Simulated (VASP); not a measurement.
# Te2Mo in VASP: single point with PBE+D3(BJ)

Aim: the single point of Te2Mo with PBE+D3(BJ).

All numbers are computed with VASP 6.6.1; they aren't measurements. Logs are shortened: lines on timing, memory, paths and dates and some standing lists are left out, and cuts for length are marked.

## 1. The cell of the first run

The cell holds a slab with vacuum, 6 atoms: a = 3.560 Å, b = 3.560 Å, c = 31.098 Å, α = 90.00°, β = 90.00°, γ = 120.00°.

## 2. Single point, PBE+D3(BJ)

Contents of INCAR:

```
  ALGO = Normal
  DIPOL = 0.5 0.5 0.500
  EDIFF = 1E-6
  ENCUT = 520
  GGA = PE
  IDIPOL = 3
  ISIF = 2
  ISMEAR = 0
  IVDW = 12
  LASPH = True
  LCHARG = False
  LDIPOL = True
  LREAL = False
  LWAVE = False
  NBANDS = 35
  NELM = 60
  PREC = Accurate
  SIGMA = 0.05
```

Contents of KPOINTS:

```
k-points
0
Gamma
  9 9 1
```

Contents of POSCAR:

```
Te2Mo
1.0
    3.5603917375      0.0000000000      0.0000000000
   -1.7801958688      3.0833896921      0.0000000000
    0.0000000000      0.0000000000     31.0975557363
Te Mo
4 2
Direct
    0.6666666667      0.3333333333      0.3336141584
    0.6666666667      0.3333333333      0.4489954973
    0.3333333333      0.6666666667      0.5510048353
    0.3333333333      0.6666666667      0.6663852317
    0.3333333333      0.6666666667      0.3912665356
    0.6666666667      0.3333333333      0.6087337417
```

Potentials or basis: VASP PAW PBE potentials, release 64 (Te, Mo_sv).

On the command line:

```bash
$ cat potpaw_PBE.64/Te/POTCAR potpaw_PBE.64/Mo_sv/POTCAR > POTCAR
$ mpirun -np 1 vasp_std > vasp.out
```

OUTCAR:

```text
EDIFF = 1E-6
   ENCUT = 520
   GGA = PE
   ISIF = 2
   ISMEAR = 0
   IVDW = 12
   LASPH = True
   LREAL = False
   NELM = 60
   PREC = Accurate
 IVDW          = 12

 ion  position               nearest neighbor table
   1  0.667  0.333  0.334-   5 2.73   5 2.73   5 2.73   2 3.59
   2  0.667  0.333  0.449-   5 2.73   5 2.73   5 2.73   1 3.59
   3  0.333  0.667  0.551-   6 2.73   6 2.73   6 2.73   4 3.59
   4  0.333  0.667  0.666-   6 2.73   6 2.73   6 2.73   3 3.59
   5  0.333  0.667  0.391-   1 2.73   1 2.73   1 2.73   2 2.73   2 2.73   2 2.73
   6  0.667  0.333  0.609-   4 2.73   4 2.73   4 2.73   3 2.73   3 2.73   3 2.73

  LATTYP: Found a hexagonal cell.
 ALAT       =     3.5603917375
 C/A-ratio  =     8.7343073541

  Lattice vectors:

 A1 = (   3.5603917375,   0.0000000000,   0.0000000000)
 A2 = (  -1.7801958688,   3.0833896921,   0.0000000000)
 A3 = (   0.0000000000,   0.0000000000,  31.0975557363)

Analysis of symmetry for initial positions (statically):
=====================================================================
 Subroutine PRICEL returns:
 Original cell was already a primitive cell.

 Routine SETGRP: Setting up the symmetry group for a
 hexagonal supercell.

 Subroutine GETGRP returns: Found 12 space group operations
 (whereof 12 operations were pure point group operations)
 out of a pool of 24 trial point group operations.

The static configuration has the point symmetry D_3d.

Analysis of symmetry for dynamics (positions and initial velocities):
=====================================================================
 Subroutine PRICEL returns:
 Original cell was already a primitive cell.

 Routine SETGRP: Setting up the symmetry group for a
 hexagonal supercell.

 Subroutine GETGRP returns: Found 12 space group operations
 (whereof 12 operations were pure point group operations)
 out of a pool of 24 trial point group operations.

The dynamic configuration has the point symmetry D_3d.

 Subroutine INISYM returns: Found 12 space group operations
 (whereof 12 operations are pure point group operations),
 and found     1 'primitive' translations

----------------------------------------------------------------------------------------

                                     Primitive cell

  volume of cell :     341.3913

[... 89 lines left out ...]
   ISIF   =      2    stress and relaxation
   ISYM   =      2    0-nonsym 1-usesym 2-fastsym
   POTIM  = 0.5000    time-step for ionic-motion
   TEBEG  =    0.0;   TEEND  =   0.0 temperature during run
   PSTRESS=    0.0 pullay stress
   NELECT =      52.0000    total number of electrons
   NUPDOWN=      -1.0000    fix difference up-down
   EMIN   =  10.00;   EMAX   =-10.00  energy-range for DOS
   EFERMI =   0.00;   METHOD = LEGACY
   ISMEAR =     0;   SIGMA  =   0.05  broadening in eV -4-tet -1-fermi 0-gaus
   EFERMI_NEDOS =   21; number of points for ismear=-14 and -15
   IALGO  =     38    algorithm
   IMIX   =      4    mixing-type and parameters
     AMIX     =   0.40;   BMIX     =  1.00
     AMIX_MAG =   1.60;   BMIX_MAG =  1.00
  volume/ion in A,a.u.               =      56.90       383.97
  Fermi-wavevector in a.u.,A,eV,Ry     =   0.874296  1.652180 10.400203  0.764393
  Thomas-Fermi vector in A             =   1.993807
   LORBIT       =      0    0 simple, 1 ext, 2 COOP (PROOUT), +10 PAW based schemes
   GGA     = PE    functional components
   LHFCALC =     F    Hartree Fock is set to
   AEXX    =    0.0000 exact exchange contribution
   IVDW    =    12    specifies the selected vdW correction
   LEPSILON=     F    determine dielectric tensor
   LRPA    =     F    only Hartree local field effects (RPA)
 non-spin polarized calculation
 Gauss-broadening in eV      SIGMA  =   0.05
  energy-cutoff  :      520.00
  volume of cell :      341.39
 maximum number of plane-waves:      9295
 NGX is ok and might be reduce to    28
   NGX = 13   NGY = 13   NGZ =115

 number of electron      52.0000000 magnetization

 dipolmoment           0.000000      0.000000     -0.000038 electrons x Angstroem

 Free energy of the ion-electron system (eV)
  ---------------------------------------------------
  ext. energy  EPLUGINS =         0.00000000
  ---------------------------------------------------
  free energy    TOTEN  =       -35.99233567 eV

  energy without entropy =      -35.99233567  energy(sigma->0) =      -35.99233567

 E-fermi :   1.4626     XC(G=0):  -4.9831

 val. band max:        1.1183165172   @ k =   0.0000   0.0000   0.0000
 cond. band min:       1.7922707401   @ k =   0.3333   0.3333   0.0000
 fundamental gap:      0.6739542229
 Fermi energy:         1.4626155375

 k-point     1 :       0.0000    0.0000    0.0000
  band No.  band energies     occupation
      1     -59.9297      2.00000
      2     -59.9278      2.00000
      3     -34.0715      2.00000
      4     -34.0697      2.00000
      5     -33.9811      2.00000
      6     -33.9811      2.00000
[... 445 lines left out ...]
     34       4.6395      0.00000
     35       5.4058      0.00000

------------------------ aborting loop because EDIFF is reached ----------------------------------------

 vacuum level on the upper side and lower side of the slab       (xc-potential included)        -0.008        -0.007

 Edisp (eV)   -2.77942

 E8    (eV) :    -1.3174

  FORCE on cell =-STRESS in cart. coord.  units (eV):
  Direction    XX          YY          ZZ          XY          YZ          ZX
  --------------------------------------------------------------------------------------
  -------------------------------------------------------------------------------------
  Total      -2.34012    -2.34012     0.24095     0.00000     0.00000     0.00000
  in kB     -10.98239   -10.98239     1.13079     0.00000     0.00000     0.00000
  external pressure =       -6.94 kB  Pullay stress =        0.00 kB

 VOLUME and BASIS-vectors are now :
 -----------------------------------------------------------------------------
  energy-cutoff  :      520.00
  volume of cell :      341.39
      direct lattice vectors                 reciprocal lattice vectors
     3.560391737  0.000000000  0.000000000     0.280867970  0.162159198  0.000000000
    -1.780195869  3.083389692  0.000000000     0.000000000  0.324318396  0.000000000
     0.000000000  0.000000000 31.097555736     0.000000000  0.000000000  0.032156868

 POSITION                                       TOTAL-FORCE (eV/Angst)
 -----------------------------------------------------------------------------------
      1.78020      1.02780     10.37458        -0.000000      0.000000     -0.027322
      1.78020      1.02780     13.96266        -0.000000      0.000000      0.001042
     -0.00000      2.05559     17.13490        -0.000000     -0.000000     -0.001042
     -0.00000      2.05559     20.72295        -0.000000      0.000000      0.027322
     -0.00000      2.05559     12.16743        -0.000000      0.000000      0.001594
      1.78020      1.02780     18.93013         0.000000      0.000000     -0.001594
 -----------------------------------------------------------------------------------
    total drift:                               -0.000000      0.000000     -0.020789

  FREE ENERGIE OF THE ION-ELECTRON SYSTEM (eV)
  ---------------------------------------------------
  free  energy   TOTEN  =       -38.7717582015 eV

  energy  without entropy=      -38.7717582015  energy(sigma->0) =      -38.77175820

 vacuum level on the upper side and lower side of the slab         5.563         5.564
```

OSZICAR:

```text
N       E                     dE             d eps       ncg     rms          rms(c)
DAV:   1     0.386024437257E+03    0.38602E+03   -0.25093E+04  1032   0.119E+03
DAV:   2    -0.106501322898E+02   -0.39667E+03   -0.38655E+03  1108   0.267E+02
DAV:   3    -0.364525983660E+02   -0.25802E+02   -0.25440E+02  1096   0.612E+01
[... 15 lines left out ...]
DAV:  19    -0.359922926136E+02   -0.14042E-04   -0.17668E-07   593   0.191E-03    0.193E-03
DAV:  20    -0.359923256440E+02   -0.33030E-04   -0.78569E-07   703   0.202E-03    0.207E-03
DAV:  21    -0.359923299712E+02   -0.43272E-05   -0.55671E-08   579   0.728E-04    0.133E-03
DAV:  22    -0.359923349938E+02   -0.50226E-05   -0.14209E-07   618   0.797E-04    0.387E-04
DAV:  23    -0.359923356659E+02   -0.67207E-06   -0.13115E-08   512   0.277E-04
   1 F= -.38771758E+02 E0= -.38771758E+02  d E =-.149301E-21
```

stdout:

```text
POSCAR found type information on POSCAR TeMo
 POSCAR found :  2 types and       6 ions
 scaLAPACK will be used
 LDA part: xc-table for (Slater+PW92), standard interpolation
 POSCAR, INCAR and KPOINTS ok, starting setup
 FFT: planning ... GRIDC
 FFT: planning ... GRID_SOFT
 FFT: planning ... GRID
 WAVECAR not read
 entering main loop
```

Wall time 7.9 min (1 thread of Intel Xeon 6975P-C, shared host); peak memory 0.49 GiB.

Results:

```
Free energy                : -38.7718 eV
Largest force              : 0.027 eV/Å
Band gap on the k mesh     : 0.67 eV, indirect (least direct gap 1.00 eV)
Dispersion energy per atom : -0.463 eV
```

Forces in eV/Å, atoms in the order of the input:
```
Te   0.000  0.000 -0.027
Te   0.000  0.000  0.001
Te   0.000  0.000 -0.001
Te   0.000  0.000  0.027
Mo   0.000  0.000  0.002
Mo   0.000  0.000 -0.002
```

Levels at points of the mesh, in eV from the valence-band top:
| k point | band 24 | band 25 | band 26 | band 27 | band 28 | band 29 |
| --- | --- | --- | --- | --- | --- | --- |
| (0.00, 0.00, 0.00) | -1.27 | -0.90 | 0.00 | 2.56 | 2.56 | 2.69 |

Caveat: spin-orbit coupling is left out, which moves the levels of the heavy elements.
